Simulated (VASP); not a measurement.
# NbCd3 (Pm-3m) in VASP: single point with PBEsol

Aim: the single point of NbCd3 with PBEsol.

All numbers are computed with VASP 6.6.1; they aren't measurements. Logs are shortened: lines on timing, memory, paths and dates and some standing lists are left out, and cuts for length are marked.

### 1 The cell of the first run

Symmetry: Pm-3m, No. 221, cubic system. Conventional cell: a = 4.215 Å, b = 4.215 Å, c = 4.215 Å, α = 90.00°, β = 90.00°, γ = 90.00°. Within 3.9 Å of Nb (site symmetry m-3m) lie 12 Cd at 2.98 Å. Cd (site symmetry 4/mmm) has 4 Nb at 2.98 Å and 8 Cd at 2.98 Å within 3.9 Å.

### 2 Single point, PBEsol

Input file INCAR:

```
  ALGO = Normal
  EDIFF = 1E-6
  ENCUT = 500
  GGA = PS
  GGA_COMPAT = F
  ISIF = 2
  ISMEAR = 1
  LASPH = T
  LCHARG = T
  LELF = T
  LREAL = F
  LVHAR = T
  LWAVE = F
  NBANDS = 32
  NELM = 120
  PREC = Accurate
  SIGMA = 0.1
```

Input file KPOINTS:

```
k-points
0
Gamma
  3 3 3
```

Input file POSCAR:

```
NbCd3
1.0
    4.2150000000      0.0000000000      0.0000000000
    0.0000000000      4.2150000000      0.0000000000
    0.0000000000      0.0000000000      4.2150000000
Nb Cd
1 3
Direct
    0.0000000000      0.0000000000      0.0000000000
    0.0000000000      0.5000000000      0.5000000000
    0.5000000000      0.0000000000      0.5000000000
    0.5000000000      0.5000000000      0.0000000000
```

Potentials or basis: VASP PAW PBE potentials, release 64 (Nb_sv, Cd).

Started as:

```
$ cat potpaw_PBE.64/Nb_sv/POTCAR potpaw_PBE.64/Cd/POTCAR > POTCAR
$ mpirun -np 1 vasp_std > vasp.out
```

OUTCAR:

```text
EDIFF = 1E-6
   ENCUT = 500
   GGA = PS
   ISIF = 2
   ISMEAR = 1
   LASPH = T
   LREAL = F
   NELM = 120
   PREC = Accurate

 ion  position               nearest neighbor table
   1  0.000  0.000  0.000-   2 2.98   3 2.98   4 2.98   2 2.98   3 2.98   2 2.98   4 2.98   2 2.98
                             3 2.98   4 2.98   3 2.98   4 2.98
   2  0.000  0.500  0.500-   1 2.98   3 2.98   4 2.98   1 2.98   4 2.98   1 2.98   3 2.98   1 2.98
                             3 2.98   4 2.98   4 2.98   3 2.98
   3  0.500  0.000  0.500-   1 2.98   2 2.98   4 2.98   1 2.98   4 2.98   2 2.98   4 2.98   4 2.98
                             1 2.98   2 2.98   1 2.98   2 2.98
   4  0.500  0.500  0.000-   1 2.98   2 2.98   3 2.98   2 2.98   3 2.98   1 2.98   3 2.98   3 2.98
                             1 2.98   2 2.98   2 2.98   1 2.98

  LATTYP: Found a simple cubic cell.
 ALAT       =     4.2150000000

  Lattice vectors:

 A1 = (   4.2150000000,   0.0000000000,   0.0000000000)
 A2 = (   0.0000000000,   4.2150000000,   0.0000000000)
 A3 = (   0.0000000000,   0.0000000000,   4.2150000000)

Analysis of symmetry for initial positions (statically):
=====================================================================
 Subroutine PRICEL returns:
 Original cell was already a primitive cell.

 Routine SETGRP: Setting up the symmetry group for a
 simple cubic supercell.

 Subroutine GETGRP returns: Found 48 space group operations
 (whereof 48 operations were pure point group operations)
 out of a pool of 48 trial point group operations.

The static configuration has the point symmetry O_h .

Analysis of symmetry for dynamics (positions and initial velocities):
=====================================================================
 Subroutine PRICEL returns:
 Original cell was already a primitive cell.

 Routine SETGRP: Setting up the symmetry group for a
 simple cubic supercell.

 Subroutine GETGRP returns: Found 48 space group operations
 (whereof 48 operations were pure point group operations)
 out of a pool of 48 trial point group operations.

The dynamic configuration has the point symmetry O_h .

 Subroutine INISYM returns: Found 48 space group operations
 (whereof 48 operations are pure point group operations),
 and found     1 'primitive' translations

----------------------------------------------------------------------------------------

                                     Primitive cell

  volume of cell :      74.8846

  direct lattice vectors                    reciprocal lattice vectors
     4.215000000  0.000000000  0.000000000     0.237247924  0.000000000  0.000000000
     0.000000000  4.215000000  0.000000000     0.000000000  0.237247924  0.000000000
     0.000000000  0.000000000  4.215000000     0.000000000  0.000000000  0.237247924

  length of vectors
     4.215000000  4.215000000  4.215000000     0.237247924  0.237247924  0.237247924

  position of ions in fractional coordinates (direct lattice)
     0.000000000  0.000000000  0.000000000
     0.000000000  0.500000000  0.500000000
     0.500000000  0.000000000  0.500000000
     0.500000000  0.500000000  0.000000000

  ion indices of the primitive-cell ions
   primitive index   ion index
                 1           1
                 2           2
                 3           3
                 4           4

----------------------------------------------------------------------------------------

 KPOINTS: k-points

Automatic generation of k-mesh.
 Grid dimensions read from file:
 generate k-points for:    3    3    3

 Generating k-lattice:

  Cartesian coordinates                     Fractional coordinates (reciprocal lattice)
     0.079082641  0.000000000  0.000000000     0.333333333  0.000000000  0.000000000
     0.000000000  0.079082641  0.000000000     0.000000000  0.333333333  0.000000000
     0.000000000  0.000000000  0.079082641     0.000000000  0.000000000  0.333333333

  Length of vectors
     0.079082641  0.079082641  0.079082641

  Shift w.r.t. Gamma in fractional coordinates (k-lattice)
     0.000000000  0.000000000  0.000000000

 Subroutine IBZKPT returns following result:
 ===========================================

 Found      4 irreducible k-points:

 Following reciprocal coordinates:
            Coordinates               Weight
  0.000000  0.000000  0.000000      1.000000
  0.333333  0.000000  0.000000      6.000000
  0.333333  0.333333  0.000000     12.000000
  0.333333  0.333333  0.333333      8.000000
   k-points           NKPTS =      4   k-points in BZ     NKDIM =      4   number of bands    NBANDS=     32
   number of dos      NEDOS =    301   number of ions     NIONS =      4
   total plane-waves  NPLWV =  32768
   dimension x,y,z NGX =    32 NGY =   32 NGZ =   32
   dimension x,y,z NGXF=    64 NGYF=   64 NGZF=   64
   ions per type =               1   3
   NGX,Y,Z   is equivalent  to a cutoff of  12.62, 12.62, 12.62 a.u.
   NGXF,Y,Z  is equivalent  to a cutoff of  25.24, 25.24, 25.24 a.u.
 SYSTEM =  unknown system
   PREC   = accura    normal or accurate (medium, high low for compatibility)
   ISTART =      0    job   : 0-new  1-cont  2-samecut
   ICHARG =      2    charge: 1-file 2-atom 10-const
   ISPIN  =      1    spin polarized calculation?
   LNONCOLLINEAR =      F non collinear calculations
   LSORBIT =      F    spin-orbit coupling
   LASPH  =      T    aspherical Exc in radial PAW
   ENCUT  =  500.0 eV  36.75 Ry    6.06 a.u.   7.68  7.68  7.68*2*pi/ulx,y,z
   NELM   =    120;   NELMIN=  2; NELMDL= -5     # of ELM steps
   EDIFF  = 0.1E-05   stopping-criterion for ELM
   LREAL  =      F    real-space projection
   EDIFFG = 0.1E-04   stopping-criterion for IOM
   NSW    =      0    number of steps for IOM
   IBRION =     -1    ionic relax: 0-MD 1-quasi-New 2-CG
   NFREE  =      0    steps in history (QN), initial steepest desc. (CG)
   ISIF   =      2    stress and relaxation
   ISYM   =      2    0-nonsym 1-usesym 2-fastsym
   POTIM  = 0.5000    time-step for ionic-motion
   TEBEG  =    0.0;   TEEND  =   0.0 temperature during run
   PSTRESS=    0.0 pullay stress
   NELECT =      49.0000    total number of electrons
   NUPDOWN=      -1.0000    fix difference up-down
   EMIN   =  10.00;   EMAX   =-10.00  energy-range for DOS
   EFERMI =   0.00;   METHOD = LEGACY
   ISMEAR =     1;   SIGMA  =   0.10  broadening in eV -4-tet -1-fermi 0-gaus
   EFERMI_NEDOS =   21; number of points for ismear=-14 and -15
   IALGO  =     38    algorithm
   IMIX   =      4    mixing-type and parameters
     AMIX     =   0.40;   BMIX     =  1.00
     AMIX_MAG =   1.60;   BMIX_MAG =  1.00
  volume/ion in A,a.u.               =      18.72       126.34
  Fermi-wavevector in a.u.,A,eV,Ry     =   1.421268  2.685807 27.483802  2.020002
  Thomas-Fermi vector in A             =   2.542096
   LORBIT       =      0    0 simple, 1 ext, 2 COOP (PROOUT), +10 PAW based schemes
   GGA     = PS    functional components
   LHFCALC =     F    Hartree Fock is set to
   AEXX    =    0.0000 exact exchange contribution
   IVDW    =     0    specifies the selected vdW correction
   LEPSILON=     F    determine dielectric tensor
   LRPA    =     F    only Hartree local field effects (RPA)
 non-spin polarized calculation
 Methfessel and Paxton  Order N= 1 SIGMA  =   0.10
  energy-cutoff  :      500.00
  volume of cell :       74.88
 maximum number of plane-waves:      1935
 NGX is ok and might be reduce to    32
   NGX = 15   NGY = 15   NGZ = 15

 number of electron      49.0000039 magnetization

 Free energy of the ion-electron system (eV)
  ---------------------------------------------------
  ext. energy  EPLUGINS =         0.00000000
  ---------------------------------------------------
  free energy    TOTEN  =       -14.02317934 eV

  energy without entropy =      -14.00934631  energy(sigma->0) =      -14.01856833

 E-fermi :   5.2269     XC(G=0): -12.1176

 val. band max:        5.2171113368   @ k =   0.3333   0.3333   0.0000
 cond. band min:       5.2697184986   @ k =   0.0000   0.0000   0.0000
 fundamental gap:      0.0526071617
 Fermi energy:         5.2268631190

 k-point     1 :       0.0000    0.0000    0.0000
  band No.  band energies     occupation
      1     -49.5287      2.00000
      2     -25.6259      2.00000
      3     -25.6259      2.00000
      4     -25.6259      2.00000
      5      -4.6410      2.00000
      6      -4.3774      2.00000
[... 24 lines left out ...]
     31      11.0849      0.00000
     32      12.7110      0.00000

 k-point     2 :       0.3333    0.0000    0.0000
  band No.  band energies     occupation
      1     -49.5281      2.00000
      2     -25.6439      2.00000
      3     -25.6267      2.00000
      4     -25.6267      2.00000
      5      -4.2918      2.00000
      6      -4.2517      2.00000
[... 24 lines left out ...]
     31      11.7468      0.00000
     32      11.7468      0.00000

 k-point     3 :       0.3333    0.3333    0.0000
  band No.  band energies     occupation
      1     -49.5276      2.00000
      2     -25.6427      2.00000
      3     -25.6408      2.00000
      4     -25.6275      2.00000
      5      -4.1015      2.00000
      6      -4.0352      2.00000
[... 24 lines left out ...]
     31      11.9926      0.00000
     32      12.6810      0.00000

 k-point     4 :       0.3333    0.3333    0.3333
  band No.  band energies     occupation
      1     -49.5272      2.00000
      2     -25.6414      2.00000
      3     -25.6386      2.00000
      4     -25.6386      2.00000
      5      -4.2415      2.00000
      6      -4.0054      2.00000
[... 24 lines left out ...]
     31       9.7002      0.00000
     32      12.3501      0.00000

------------------------ aborting loop because EDIFF is reached ----------------------------------------

  FORCE on cell =-STRESS in cart. coord.  units (eV):
  Direction    XX          YY          ZZ          XY          YZ          ZX
  --------------------------------------------------------------------------------------
  -------------------------------------------------------------------------------------
  Total        0.9562081      0.9562081      0.9562081      0.0000000     -0.0000000      0.0000000
  in kB       20.4583337     20.4583337     20.4583337      0.0000000     -0.0000000      0.0000000
  external PRESSURE =      20.4583337 kB  Pullay stress =       0.0000000 kB

 VOLUME and BASIS-vectors are now :
 -----------------------------------------------------------------------------
  energy-cutoff  :      500.00
  volume of cell :       74.88
      direct lattice vectors                 reciprocal lattice vectors
     4.215000000  0.000000000  0.000000000     0.237247924  0.000000000  0.000000000
     0.000000000  4.215000000  0.000000000     0.000000000  0.237247924  0.000000000
     0.000000000  0.000000000  4.215000000     0.000000000  0.000000000  0.237247924

 POSITION                                       TOTAL-FORCE (eV/Angst)
 -----------------------------------------------------------------------------------
      0.00000      0.00000      0.00000         0.000000      0.000000      0.000000
      0.00000      2.10750      2.10750         0.000000      0.000000      0.000000
      2.10750      0.00000      2.10750         0.000000      0.000000      0.000000
      2.10750      2.10750      0.00000         0.000000      0.000000      0.000000
 -----------------------------------------------------------------------------------
    total drift:                                0.000000     -0.000000     -0.000000

  FREE ENERGIE OF THE ION-ELECTRON SYSTEM (eV)
  ---------------------------------------------------
  free  energy   TOTEN  =       -14.0231793427 eV

  energy  without entropy=      -14.0093463065  energy(sigma->0) =      -14.01856833
```

Wall time 6.3 s (1 thread of Intel Xeon 6975P-C (Granite Rapids), shared host); peak memory 0.17 GiB.

What came out:

| Property | Result |
| --- | --- |
| Free energy | -14.0232 eV |
| Pressure | 2.0 GPa |

Caveat: the k points lie up to 0.50 Å⁻¹ apart; the PAW data sets were made with another functional, which shifts forces and pressure a little.
